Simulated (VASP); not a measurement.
A run of VASP 6.6.1 is set up as follows.

File INCAR:

```
  PREC = Accurate
  ENCUT = 520
  EDIFF = 1E-6
  ISMEAR = 0
  SIGMA = 0.05
  LREAL = F
  LASPH = T
  NELM = 80
  ALGO = Normal
  ISIF = 2
  LWAVE = F
  LCHARG = T
  GGA = PE
  LELF = T
  LVHAR = T
  NBANDS = 19
```

File KPOINTS:

```
regular mesh
0
Gamma
  6 6 6
```

POSCAR

```
SrCl2
1.0
    0.0000000000      3.4855000000      3.4855000000
    3.4855000000      0.0000000000      3.4855000000
    3.4855000000      3.4855000000      0.0000000000
Sr Cl
1 2
Direct
    0.0000000000      0.0000000000      0.0000000000
    0.2702870974      0.2297129026      0.2500000000
    0.7702870974      0.7297129026      0.7500000000
```

Potentials or basis: VASP PAW PBE potentials, release 64 (Sr_sv, Cl).

Command:

```bash
$ cat potpaw_PBE.64/Sr_sv/POTCAR potpaw_PBE.64/Cl/POTCAR > POTCAR
$ mpirun -np 1 vasp_std > vasp.out
```

Q: Predict the largest force.

A: 0.282 eV/Å.

Q: Predict the pressure.

A: 1.3 GPa.

Stress tensor (GPa, compression positive):
```
 1.28 -0.12  0.00
-0.12  1.28  0.00
 0.00  0.00  1.31
```

Caveat: the cell differs from its parent crystal (all Cl atoms moved -0.100 Å, as atom 2 along Cartesian [1 -1 0]).
